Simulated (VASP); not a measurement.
A run of VASP 6.6.1 is set up as follows.

The input INCAR:

```
SYSTEM = Hf6Ta3Nb4V3
PREC = Accurate
ENCUT = 520
EDIFF = 1E-7
ISMEAR = 0
SIGMA = 0.1
LREAL = Auto
LASPH = .True.
NELM = 80
ALGO = Fast
ISIF = 2
LWAVE = .False.
LCHARG = .False.
GGA = PE
ISYM = 0
NBANDS = 106
```

File KPOINTS:

```
Automatic mesh
0
Gamma
  3 3 2
  0 0 0.5
```

Contents of POSCAR:

```
Hf6Ta3Nb4V3
1.0
    3.3752700998     -5.9519912578     -0.0394483424
    2.3777805466      5.3760903940      0.0422945468
    0.0045539270      0.0755108469      9.3787884312
V Nb Hf Ta
3 4 6 3
Direct
    0.4032293246      0.2426791023      0.6051760467
    0.5970536917      0.7200691868      0.3610786653
    0.6100412110      0.7860704858      0.8874133757
    0.8708450038      0.2418584124      0.1291932849
    0.1271497166      0.2419315503      0.3818642152
    0.1390389412      0.7507545599      0.3697581706
    0.1453507655      0.7348990461      0.8751110941
    0.3704342483      0.2506104509      0.1411810986
    0.8666803547      0.2797219396      0.6321440995
    0.3919816399      0.7356961819      0.6211441504
    0.8657429682      0.7450756434      0.1186844034
    0.8705332821      0.7692967249      0.6228552955
    0.1431375866      0.2387713515      0.8685350490
    0.3807673792      0.7513561262      0.1290748476
    0.6264065237      0.2507271144      0.3757988927
    0.6158279461      0.2664662640      0.8745499610
```

Potentials or basis: VASP PAW PBE potentials, release 64 (V_sv, Nb_sv, Hf_pv, Ta_pv).

Launch:

```bash
$ cat potpaw_PBE.64/V_sv/POTCAR potpaw_PBE.64/Nb_sv/POTCAR potpaw_PBE.64/Hf_pv/POTCAR potpaw_PBE.64/Ta_pv/POTCAR > POTCAR
$ mpirun -np 1 vasp_std > vasp.out
```

Task: Estimate the largest force.

Result: 0.025 eV/Å.

Task: Predict the pressure.

Result: -0.3 GPa.

Task: Predict the band gap on the k mesh.

Result: Zero (bands 92 and 93 overlap by 0.43 eV).

Forces on the atoms (eV/Å):
```
V    0.011 -0.013  0.010
V   -0.001 -0.004  0.004
V   -0.004 -0.004 -0.003
Nb   0.007 -0.002 -0.009
Nb  -0.009 -0.010  0.002
Nb  -0.004  0.004  0.005
Nb  -0.007 -0.005 -0.010
Hf  -0.004 -0.005 -0.001
Hf   0.000  0.025  0.004
Hf  -0.009  0.003  0.005
Hf   0.004  0.009  0.005
Hf  -0.006 -0.011 -0.006
Hf   0.009  0.010  0.001
Ta  -0.001 -0.006 -0.005
Ta   0.009  0.005  0.006
Ta   0.006  0.004 -0.010
```

Caveat: the k points lie up to 0.38 Å⁻¹ apart; spin-orbit coupling is left out, which moves the levels of the heavy elements.
